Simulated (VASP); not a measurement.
# W (Im-3m) in VASP: relaxation of cell and atoms with LDA

Aim: the relaxation of cell and atoms of W with LDA.

Everything below comes from runs of VASP 6.6.1. Logs are shortened: lines on timing, memory, paths and dates and some standing lists are left out, and cuts for length are marked.

### Step 1. The cell of the first run

The structure is cubic, space group Im-3m (No. 229). Conventional cell: a = 3.165 Å, b = 3.165 Å, c = 3.165 Å, α = 90.00°, β = 90.00°, γ = 90.00°. W (site symmetry m-3m) has 14 W at 2.74 to 3.16 Å within 3.6 Å.

### Step 2. Relaxation of cell and atoms, LDA

INCAR reads:

```
SYSTEM = W
PREC = Accurate
ENCUT = 600
EDIFF = 1E-6
ISMEAR = -1
SIGMA = 0.1
LREAL = .False.
LASPH = .True.
NELM = 80
ALGO = Normal
ISIF = 3
LWAVE = .False.
LCHARG = .False.
GGA = CA
IBRION = 2
NSW = 100
EDIFFG = -0.002
```

KPOINTS reads:

```
Automatic mesh
0
Gamma
  24 24 24
  0 0 0
```

POSCAR reads:

```
W
1.0
   -1.5823450000      1.5823450000      1.5823450000
    1.5823450000     -1.5823450000      1.5823450000
    1.5823450000      1.5823450000     -1.5823450000
W
1
Direct
    0.0000000000      0.0000000000      0.0000000000
```

Potentials or basis: VASP PAW LDA potentials, release 64 (W_sv).

Started as:

```
cat potpaw_LDA.64/W_sv/POTCAR > POTCAR
mpirun -np 1 vasp_std > vasp.out
```

OUTCAR:

```text
SYSTEM = W
   PREC = Accurate
   ENCUT = 600
   EDIFF = 1E-6
   ISMEAR = -1
   LREAL = .False.
   LASPH = .True.
   NELM = 80
   ISIF = 3
   GGA = CA
   IBRION = 2
   NSW = 100
   EDIFFG = -0.002

 ion  position               nearest neighbor table
   1  0.000  0.000  0.000-

  LATTYP: Found a body centered cubic cell.
 ALAT       =     3.1646900000

  Lattice vectors:

 A1 = (  -1.5823450000,   1.5823450000,   1.5823450000)
 A2 = (   1.5823450000,  -1.5823450000,   1.5823450000)
 A3 = (   1.5823450000,   1.5823450000,  -1.5823450000)

Analysis of symmetry for initial positions (statically):
=====================================================================
 Subroutine PRICEL returns:
 Original cell was already a primitive cell.

 Routine SETGRP: Setting up the symmetry group for a
 body centered cubic supercell.

 Subroutine GETGRP returns: Found 48 space group operations
 (whereof 48 operations were pure point group operations)
 out of a pool of 48 trial point group operations.

The static configuration has the point symmetry O_h .

Analysis of symmetry for dynamics (positions and initial velocities):
=====================================================================
 Subroutine PRICEL returns:
 Original cell was already a primitive cell.

 Routine SETGRP: Setting up the symmetry group for a
 body centered cubic supercell.

 Subroutine GETGRP returns: Found 48 space group operations
 (whereof 48 operations were pure point group operations)
 out of a pool of 48 trial point group operations.

The dynamic configuration has the point symmetry O_h .

 Subroutine INISYM returns: Found 48 space group operations
 (whereof 48 operations are pure point group operations),
 and found     1 'primitive' translations

----------------------------------------------------------------------------------------

                                     Primitive cell

  volume of cell :      15.8476

  direct lattice vectors                    reciprocal lattice vectors
    -1.582345000  1.582345000  1.582345000     0.000000000  0.315986716  0.315986716
     1.582345000 -1.582345000  1.582345000     0.315986716  0.000000000  0.315986716
     1.582345000  1.582345000 -1.582345000     0.315986716  0.315986716  0.000000000

  length of vectors
[... 91 lines left out ...]
   NELECT =      14.0000    total number of electrons
   NUPDOWN=      -1.0000    fix difference up-down
   EMIN   =  10.00;   EMAX   =-10.00  energy-range for DOS
   EFERMI =   0.00;   METHOD = LEGACY
   ISMEAR =    -1;   SIGMA  =   0.10  broadening in eV -4-tet -1-fermi 0-gaus
   EFERMI_NEDOS =   21; number of points for ismear=-14 and -15
   IALGO  =     38    algorithm
   IMIX   =      4    mixing-type and parameters
     AMIX     =   0.40;   BMIX     =  1.00
     AMIX_MAG =   1.60;   BMIX_MAG =  1.00
  volume/ion in A,a.u.               =      15.85       106.94
  Fermi-wavevector in a.u.,A,eV,Ry     =   1.570832  2.968442 33.572544  2.467512
  Thomas-Fermi vector in A             =   2.672506
   LORBIT       =      0    0 simple, 1 ext, 2 COOP (PROOUT), +10 PAW based schemes
   GGA     = CA    functional components
   LHFCALC =     F    Hartree Fock is set to
   AEXX    =    0.0000 exact exchange contribution
   IVDW    =     0    specifies the selected vdW correction
   LEPSILON=     F    determine dielectric tensor
   LRPA    =     F    only Hartree local field effects (RPA)
 conjugate gradient relaxation of ions
 non-spin polarized calculation
  energy-cutoff  :      600.00
  volume of cell :       15.85
 maximum number of plane-waves:       543
 NGX is ok and might be reduce to    24
   NGX = 11   NGY = 11   NGZ = 11

--------------------------------------- Ionic step        1  -------------------------------------------

 number of electron      14.0000001 magnetization

 Free energy of the ion-electron system (eV)
  ---------------------------------------------------
  ext. energy  EPLUGINS =         0.00000000
  ---------------------------------------------------
  free energy    TOTEN  =       -14.10603981 eV

  energy without entropy =      -14.09075498  energy(sigma->0) =      -14.09839740

------------------------ aborting loop because EDIFF is reached ----------------------------------------

  FORCE on cell =-STRESS in cart. coord.  units (eV):
  Direction    XX          YY          ZZ          XY          YZ          ZX
  --------------------------------------------------------------------------------------
  -------------------------------------------------------------------------------------
  Total       -0.7021301     -0.7021301     -0.7021301      0.0000000     -0.0000000      0.0000000
  in kB      -70.9846865    -70.9846865    -70.9846865      0.0000000     -0.0000000      0.0000000
  external PRESSURE =     -70.9846865 kB  Pullay stress =       0.0000000 kB
[... 232 lines left out ...]
--------------------------------------- Ionic step        8  -------------------------------------------

 number of electron      14.0000000 magnetization

 Free energy of the ion-electron system (eV)
  ---------------------------------------------------
  ext. energy  EPLUGINS =         0.00000000
  ---------------------------------------------------
  free energy    TOTEN  =       -14.11387083 eV

  energy without entropy =      -14.09879525  energy(sigma->0) =      -14.10633304

 E-fermi :  11.6885     XC(G=0): -13.9561

 val. band max:       11.6847490272   @ k =  -0.2917   0.3333   0.1667
 cond. band min:      11.7126403736   @ k =  -0.4583   0.4583   0.2083
 fundamental gap:      0.0278913464
 Fermi energy:        11.6884916849

 k-point     1 :       0.0000    0.0000    0.0000
  band No.  band energies     occupation
      1     -62.0697      2.00000
      2     -25.8421      2.00000
      3     -25.8421      2.00000
      4     -25.8421      2.00000
      5       1.9819      2.00000
      6      10.3497      2.00000
      7      10.3497      2.00000
      8      10.3497      2.00000
      9      13.8903      0.00000
     10      13.8903      0.00000
     11      26.2745      0.00000
[... 309 lines left out ...]
 k-point    24 :       0.4583    0.0417    0.0000
  band No.  band energies     occupation
      1     -61.9167      2.00000
      2     -27.2395      2.00000
      3     -26.3045      2.00000
      4     -25.8616      2.00000
      5       5.3120      2.00000
      6       7.9798      2.00000
      7      12.2971      0.00454
      8      13.7943      0.00000
      9      14.8972      0.00000
     10      18.0218      0.00000
     11      23.0566      0.00000

 [... further k-points ...]
[... 5 lines left out ...]
  --------------------------------------------------------------------------------------
  -------------------------------------------------------------------------------------
  Total        0.0013217      0.0013217      0.0013217      0.0000000      0.0000000      0.0000000
  in kB        0.1366241      0.1366241      0.1366241      0.0000000      0.0000000      0.0000000
  external PRESSURE =       0.1366241 kB  Pullay stress =       0.0000000 kB
[... 16 lines left out ...]
  FREE ENERGIE OF THE ION-ELECTRON SYSTEM (eV)
  ---------------------------------------------------
  free  energy   TOTEN  =       -14.1138708305 eV

  energy  without entropy=      -14.0987952548  energy(sigma->0) =      -14.10633304

 reached required accuracy - stopping structural energy minimisation
```

CONTCAR:

```text
W
   1.00000000000000
    -1.5706566320683846    1.5706566320683846    1.5706566320683846
     1.5706566320683846   -1.5706566320683846    1.5706566320683846
     1.5706566320683846    1.5706566320683846   -1.5706566320683846
  W
     1
Direct
     0.0000000000000000    0.0000000000000000    0.0000000000000000

  0.00000000E+00  0.00000000E+00  0.00000000E+00
```

Run time: 2.3 min. Hardware: 1 thread of AMD EPYC 9R45 (Zen 5), shared host; peak memory 0.19 GiB.

What came out:

- Free energy: -14.1139 eV
- Relaxed volume: 15.50 Å³/atom
- Relaxed cell: a = 2.720 Å, b = 2.720 Å, c = 2.720 Å, α = 109.47°, β = 109.47°, γ = 109.47°
- Space group after relaxing (to 0.05 Å): Im-3m (No. 229)
- Energy gained by relaxing: 7.8 meV/atom
- Ionic steps: 8
- Pressure after relaxing: 0.0 GPa
- Band gap on the k mesh: zero (band 7 reaches 16.96 eV, above the bottom of band 8 at 10.35 eV)

The path:
```tsv
step	energy change (eV)	largest force (eV/Å)	pressure (GPa)	volume (Å³)
1	0.0000	0.0000	-7.10	15.85
2	0.1060	0.0000	32.38	14.29
3	-0.0078	0.0000	-0.28	15.51
4	-0.0078	0.0000	-0.05	15.50
5	-0.0078	0.0000	0.11	15.49
6	-0.0078	0.0000	-0.26	15.52
7	-0.0078	0.0000	-0.04	15.50
8	-0.0078	0.0000	0.01	15.50
```

Final structure:
```
W
1.0
    -1.57066    1.57066    1.57066
     1.57066   -1.57066    1.57066
     1.57066    1.57066   -1.57066
W
1
Cartesian
  0.0000 0.0000 0.0000
```

Caveat: spin-orbit coupling is left out, which moves the levels of the heavy elements. Zero-point motion and thermal expansion aren't in these numbers.
